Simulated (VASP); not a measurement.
Al: single point with PBEsol

Al, a slab with vacuum:

```xyz
11
Lattice="4.0145 0.0000 0.0000 0.0000 2.8386 0.0000 0.0000 0.0000 30.1932" Properties=species:S:1:pos:R:3 pbc="T T T"
Al    0.0000    0.0000    8.0361
Al    2.0072    1.4193    9.3481
Al    0.0000    0.0000   10.8292
Al    2.0072    1.4193   12.2233
Al    0.0000    0.0000   13.6733
Al    2.0072    1.4193   15.0966
Al    0.0000    0.0000   16.5200
Al    2.0072    1.4193   17.9700
Al    0.0000    0.0000   19.3641
Al    2.0072    1.4193   20.8451
Al    0.0000    0.0000   22.1572
```

```yaml
Program: VASP 6.6.1
Task: single point
Functional: PBEsol
Potentials_or_basis: VASP PAW PBE potentials, release 64 (Al)
Cutoff: 520 eV
k_mesh: 8 × 12 × 1
Occupations: methfessel-paxton, width 0.1 eV
Spin: no spin polarisation
Dipole_correction: yes
Further_INCAR_settings: ALGO = Normal; EDIFF = 1e-06; NBANDS = 28
```

```
Largest force : 0.004 eV/Å
```

Forces on the atoms (eV/Å):
```
Al   0.000  0.000 -0.002
Al   0.000  0.000 -0.004
Al   0.000  0.000  0.001
Al   0.000  0.000  0.004
Al   0.000  0.000  0.004
Al   0.000  0.000  0.000
Al   0.000  0.000 -0.004
Al   0.000  0.000 -0.004
Al   0.000  0.000 -0.001
Al   0.000  0.000  0.004
Al   0.000  0.000  0.002
```

Levels at points of the mesh, in eV from the Fermi level:
```csv
k point,band 14,band 15,band 16,band 17,band 18,band 19
"(0.00, 0.00, 0.00)",-1.08,-1.03,-0.40,-0.23,0.05,0.65
"(0.50, 0.00, 0.00)",-2.43,-1.70,-0.64,-0.05,1.21,1.70
"(0.00, 0.50, 0.00)",-0.41,0.81,1.24,1.34,1.37,1.67
"(0.50, 0.50, 0.00)",-2.71,-2.59,-2.07,-1.75,-1.70,-1.61
```

It took 7.2 min on 1 thread of Intel(R) Xeon(R) Platinum 8488C (Sapphire Rapids), with other jobs on the host, peak memory 0.52 GiB.

Caveat: the PAW data sets were made with another functional, which shifts forces and pressure a little.
